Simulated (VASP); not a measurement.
# LiH (Fm-3m) in VASP: a series of runs

The runs below take LiH through single point, relaxation of cell and atoms, with PBE.

All numbers are computed with VASP 6.6.1; they aren't measurements. Logs are shortened: lines on timing, memory, paths and dates and some standing lists are left out, and cuts for length are marked.

## 1. The cell of the first run

The structure is cubic, space group Fm-3m (No. 225). The conventional cell has a = 4.007 Å, b = 4.007 Å, c = 4.007 Å, α = 90.00°, β = 90.00°, γ = 90.00°. Within 2.7 Å of Li (site symmetry m-3m) lie 6 H at 2.00 Å. Within 2.7 Å of H (site symmetry m-3m) lie 6 Li at 2.00 Å.

## 2. Single point, PBE

File INCAR:

```
SYSTEM = LiH
PREC     = Accurate       ! precision mode
ENCUT    = 520            ! plane-wave cutoff, eV
EDIFF    = 1E-6           ! SCF threshold, eV
ISMEAR   = 0              ! smearing method
SIGMA    = 0.01           ! smearing width, eV
LREAL    = .FALSE.        ! projectors in reciprocal space
LASPH    = .TRUE.         ! aspherical terms in the spheres
NELM     = 100            ! most SCF steps
ALGO     = Normal         ! electronic algorithm
ISIF     = 2              ! what is computed and relaxed
LWAVE    = .FALSE.        ! write WAVECAR
LCHARG   = .TRUE.         ! write CHGCAR
GGA      = PE             ! functional
LELF     = .TRUE.         ! ELF
LVHAR    = .TRUE.       
NBANDS   = 9              ! bands
```

File KPOINTS:

```
Automatic mesh
0
G
  10 10 10
  0 0 0
```

File POSCAR:

```
LiH
1.0
    0.0000000000      2.0034891605      2.0034891605
    2.0034891605      0.0000000000      2.0034891605
    2.0034891605      2.0034891605      0.0000000000
Li H
1 1
Direct
    0.0000000000      0.0000000000      0.0000000000
    0.5000000000      0.5000000000      0.5000000000
```

Potentials or basis: VASP PAW PBE potentials, release 64 (Li_sv, H).

Command:

```console
$ cat potpaw_PBE.64/Li_sv/POTCAR potpaw_PBE.64/H/POTCAR > POTCAR
$ mpirun -np 1 vasp_std > vasp.out
```

OUTCAR:

```text
SYSTEM = LiH
   PREC = Accurate
   ENCUT = 520
   EDIFF = 1E-6
   ISMEAR = 0
   LREAL = .FALSE.
   LASPH = .TRUE.
   NELM = 100
   ISIF = 2
   GGA = PE

 ion  position               nearest neighbor table
   1  0.000  0.000  0.000-
   2  0.500  0.500  0.500-

  LATTYP: Found a face centered cubic cell.
 ALAT       =     4.0069783210

  Lattice vectors:

 A1 = (   0.0000000000,   2.0034891605,   2.0034891605)
 A2 = (   2.0034891605,   0.0000000000,   2.0034891605)
 A3 = (   2.0034891605,   2.0034891605,   0.0000000000)

Analysis of symmetry for initial positions (statically):
=====================================================================
 Subroutine PRICEL returns:
 Original cell was already a primitive cell.

 Routine SETGRP: Setting up the symmetry group for a
 face centered cubic supercell.

 Subroutine GETGRP returns: Found 48 space group operations
[... 9 lines left out ...]

 Routine SETGRP: Setting up the symmetry group for a
 face centered cubic supercell.

 Subroutine GETGRP returns: Found 48 space group operations
[... 11 lines left out ...]
                                     Primitive cell

  volume of cell :      16.0839

  direct lattice vectors                    reciprocal lattice vectors
     0.000000000  2.003489161  2.003489161    -0.249564615  0.249564615  0.249564615
     2.003489161  0.000000000  2.003489161     0.249564615 -0.249564615  0.249564615
     2.003489161  2.003489161  0.000000000     0.249564615  0.249564615 -0.249564615

  length of vectors
     2.833361543  2.833361543  2.833361543     0.432258592  0.432258592  0.432258592

  position of ions in fractional coordinates (direct lattice)
     0.000000000  0.000000000  0.000000000
     0.500000000  0.500000000  0.500000000

  ion indices of the primitive-cell ions
   primitive index   ion index
                 1           1
                 2           2

----------------------------------------------------------------------------------------

 KPOINTS: Automatic mesh

Automatic generation of k-mesh.
 Grid dimensions read from file:
 generate k-points for:   10   10   10

 Generating k-lattice:

  Cartesian coordinates                     Fractional coordinates (reciprocal lattice)
    -0.024956461  0.024956461  0.024956461     0.100000000  0.000000000  0.000000000
     0.024956461 -0.024956461  0.024956461     0.000000000  0.100000000  0.000000000
     0.024956461  0.024956461 -0.024956461     0.000000000  0.000000000  0.100000000

  Length of vectors
     0.043225859  0.043225859  0.043225859

  Shift w.r.t. Gamma in fractional coordinates (k-lattice)
     0.000000000  0.000000000  0.000000000

 Subroutine IBZKPT returns following result:
 ===========================================

 Found     47 irreducible k-points:

 Following reciprocal coordinates:
            Coordinates               Weight
  0.000000  0.000000  0.000000      1.000000
  0.100000  0.000000  0.000000      8.000000
  0.200000  0.000000  0.000000      8.000000
  0.300000  0.000000  0.000000      8.000000
  0.400000  0.000000  0.000000      8.000000
  0.500000  0.000000  0.000000      4.000000
[... 16 lines left out ...]
  0.300000  0.300000  0.000000      6.000000
  0.400000  0.300000  0.000000     24.000000
 [... further k-points ...]
   k-points           NKPTS =     47   k-points in BZ     NKDIM =     47   number of bands    NBANDS=      9
   number of dos      NEDOS =    301   number of ions     NIONS =      2
   total plane-waves  NPLWV =  13824
   dimension x,y,z NGX =    24 NGY =   24 NGZ =   24
   dimension x,y,z NGXF=    48 NGYF=   48 NGZF=   48
   ions per type =               1   1
   NGX,Y,Z   is equivalent  to a cutoff of  14.08, 14.08, 14.08 a.u.
   NGXF,Y,Z  is equivalent  to a cutoff of  28.16, 28.16, 28.16 a.u.
 SYSTEM =  LiH
   PREC   = accura    normal or accurate (medium, high low for compatibility)
   ISTART =      0    job   : 0-new  1-cont  2-samecut
   ICHARG =      2    charge: 1-file 2-atom 10-const
   ISPIN  =      1    spin polarized calculation?
   LNONCOLLINEAR =      F non collinear calculations
   LSORBIT =      F    spin-orbit coupling
   LASPH  =      T    aspherical Exc in radial PAW
   ENCUT  =  520.0 eV  38.22 Ry    6.18 a.u.   5.27  5.27  5.27*2*pi/ulx,y,z
   NELM   =    100;   NELMIN=  2; NELMDL= -5     # of ELM steps
   EDIFF  = 0.1E-05   stopping-criterion for ELM
   LREAL  =      F    real-space projection
   EDIFFG = 0.1E-04   stopping-criterion for IOM
   NSW    =      0    number of steps for IOM
   IBRION =     -1    ionic relax: 0-MD 1-quasi-New 2-CG
   NFREE  =      0    steps in history (QN), initial steepest desc. (CG)
   ISIF   =      2    stress and relaxation
   ISYM   =      2    0-nonsym 1-usesym 2-fastsym
   POTIM  = 0.5000    time-step for ionic-motion
   TEBEG  =    0.0;   TEEND  =   0.0 temperature during run
   PSTRESS=    0.0 pullay stress
   NELECT =       4.0000    total number of electrons
   NUPDOWN=      -1.0000    fix difference up-down
   EMIN   =  10.00;   EMAX   =-10.00  energy-range for DOS
   EFERMI =   0.00;   METHOD = LEGACY
   ISMEAR =     0;   SIGMA  =   0.01  broadening in eV -4-tet -1-fermi 0-gaus
   EFERMI_NEDOS =   21; number of points for ismear=-14 and -15
   IALGO  =     38    algorithm
   IMIX   =      4    mixing-type and parameters
     AMIX     =   0.40;   BMIX     =  1.00
     AMIX_MAG =   1.60;   BMIX_MAG =  1.00
  volume/ion in A,a.u.               =       8.04        54.27
  Fermi-wavevector in a.u.,A,eV,Ry     =   1.029511  1.945494 14.420730  1.059894
  Thomas-Fermi vector in A             =   2.163563
   LORBIT       =      0    0 simple, 1 ext, 2 COOP (PROOUT), +10 PAW based schemes
   GGA     = PE    functional components
   LHFCALC =     F    Hartree Fock is set to
   AEXX    =    0.0000 exact exchange contribution
   IVDW    =     0    specifies the selected vdW correction
   LEPSILON=     F    determine dielectric tensor
   LRPA    =     F    only Hartree local field effects (RPA)
 non-spin polarized calculation
 Gauss-broadening in eV      SIGMA  =   0.01
  energy-cutoff  :      520.00
  volume of cell :       16.08
 maximum number of plane-waves:       444
 NGX is ok and might be reduce to    24
   NGX = 11   NGY = 11   NGZ = 11

 number of electron       3.9999995 magnetization

 Free energy of the ion-electron system (eV)
  ---------------------------------------------------
  ext. energy  EPLUGINS =         0.00000000
  ---------------------------------------------------
  free energy    TOTEN  =        -6.12707360 eV

  energy without entropy =       -6.12707360  energy(sigma->0) =       -6.12707360

 E-fermi :   0.1387     XC(G=0):  -8.5153

 val. band max:        0.0966994972   @ k =   0.5000   0.5000   0.0000
 cond. band min:       3.0750630540   @ k =   0.5000   0.5000   0.0000
 fundamental gap:      2.9783635568
 Fermi energy:         0.1386895061

 k-point     1 :       0.0000    0.0000    0.0000
  band No.  band energies     occupation
      1     -44.1929      2.00000
      2      -5.3409      2.00000
      3      16.2072      0.00000
      4      17.9997      0.00000
      5      17.9997      0.00000
      6      17.9997      0.00000
      7      22.7173      0.00000
      8      22.7173      0.00000
      9      22.7173      0.00000

 k-point     2 :       0.1000    0.0000    0.0000
  band No.  band energies     occupation
      1     -44.1886      2.00000
      2      -5.1640      2.00000
      3      14.7277      0.00000
      4      17.0037      0.00000
      5      17.6106      0.00000
      6      17.6106      0.00000
      7      22.1481      0.00000
      8      23.5582      0.00000
      9      23.5582      0.00000

 k-point     3 :       0.2000    0.0000    0.0000
  band No.  band energies     occupation
      1     -44.1769      2.00000
      2      -4.6469      2.00000
      3      11.4707      0.00000
      4      15.7331      0.00000
      5      16.9831      0.00000
      6      16.9831      0.00000
      7      22.9928      0.00000
      8      23.3494      0.00000
      9      23.3494      0.00000

 k-point     4 :       0.3000    0.0000    0.0000
  band No.  band energies     occupation
      1     -44.1625      2.00000
      2      -3.8504      2.00000
      3       8.3219      0.00000
      4      14.6875      0.00000
      5      16.6031      0.00000
      6      16.6031      0.00000
      7      21.2786      0.00000
      8      21.2786      0.00000
      9      24.5471      0.00000

 k-point     5 :       0.4000    0.0000    0.0000
  band No.  band energies     occupation
      1     -44.1509      2.00000
      2      -2.9745      2.00000
      3       5.9631      0.00000
      4      14.0045      0.00000
      5      16.5465      0.00000
      6      16.5465      0.00000
      7      19.7748      0.00000
      8      19.7748      0.00000
      9      26.3734      0.00000

 k-point     6 :       0.5000    0.0000    0.0000
  band No.  band energies     occupation
      1     -44.1464      2.00000
      2      -2.5350      2.00000
      3       5.0211      0.00000
      4      13.7684      0.00000
      5      16.6090      0.00000
      6      16.6090      0.00000
      7      19.1854      0.00000
      8      19.1854      0.00000
      9      27.4289      0.00000
[... 169 lines left out ...]
 k-point    21 :      -0.3000    0.2000    0.0000
  band No.  band energies     occupation
      1     -44.1467      2.00000
      2      -2.5749      2.00000
      3       6.9135      0.00000
      4       9.3445      0.00000
      5      15.4467      0.00000
      6      15.8923      0.00000
      7      22.6950      0.00000
      8      25.6948      0.00000
      9      26.5793      0.00000

 k-point    22 :      -0.2000    0.2000    0.0000
  band No.  band energies     occupation
      1     -44.1577      2.00000
      2      -3.5132      2.00000
      3       9.6297      0.00000
      4       9.7731      0.00000
      5      16.1348      0.00000
      6      17.1347      0.00000
      7      21.9160      0.00000
      8      24.0335      0.00000
      9      25.7104      0.00000

 k-point    23 :       0.3000    0.3000    0.0000
  band No.  band energies     occupation
      1     -44.1530      2.00000
      2      -3.1136      2.00000
      3       8.6778      0.00000
      4      12.3452      0.00000
      5      12.3452      0.00000
      6      15.5745      0.00000
      7      17.5638      0.00000
      8      28.6506      0.00000
      9      31.1365      0.00000

 k-point    24 :       0.4000    0.3000    0.0000
  band No.  band energies     occupation
      1     -44.1440      2.00000
      2      -2.2220      2.00000
      3       6.7889      0.00000
      4      10.5773      0.00000
      5      11.9039      0.00000
      6      16.3394      0.00000
      7      17.6725      0.00000
      8      29.6909      0.00000
      9      30.1551      0.00000

 [... further k-points ...]
[... 5 lines left out ...]
  --------------------------------------------------------------------------------------
  -------------------------------------------------------------------------------------
  Total       -0.0249061     -0.0249061     -0.0249061      0.0000000      0.0000000      0.0000000
  in kB       -2.4809944     -2.4809944     -2.4809944      0.0000000      0.0000000      0.0000000
  external PRESSURE =      -2.4809944 kB  Pullay stress =       0.0000000 kB

 VOLUME and BASIS-vectors are now :
 -----------------------------------------------------------------------------
  energy-cutoff  :      520.00
  volume of cell :       16.08
      direct lattice vectors                 reciprocal lattice vectors
     0.000000000  2.003489161  2.003489161    -0.249564615  0.249564615  0.249564615
     2.003489161  0.000000000  2.003489161     0.249564615 -0.249564615  0.249564615
     2.003489161  2.003489161  0.000000000     0.249564615  0.249564615 -0.249564615

 POSITION                                       TOTAL-FORCE (eV/Angst)
 -----------------------------------------------------------------------------------
      0.00000      0.00000      0.00000        -0.000000      0.000000     -0.000000
      2.00349      2.00349      2.00349         0.000000     -0.000000      0.000000
 -----------------------------------------------------------------------------------
    total drift:                                0.000000     -0.000000     -0.000000

  FREE ENERGIE OF THE ION-ELECTRON SYSTEM (eV)
  ---------------------------------------------------
  free  energy   TOTEN  =        -6.1270735963 eV

  energy  without entropy=       -6.1270735963  energy(sigma->0) =       -6.12707360
```

Wall time 5 s (1 thread of Intel Xeon 6975P-C, shared host); peak memory 0.13 GiB.

What came out:

| Quantity | Value |
| --- | --- |
| Free energy | -6.1271 eV |
| Band gap on the k mesh | 2.98 eV, direct |

Caveat: the cutoff is under 1.25 times the usual one of these potentials, so pressure, stress and relaxed cells hold a basis-set (Pulay) error.

[end of part 1 of 2]
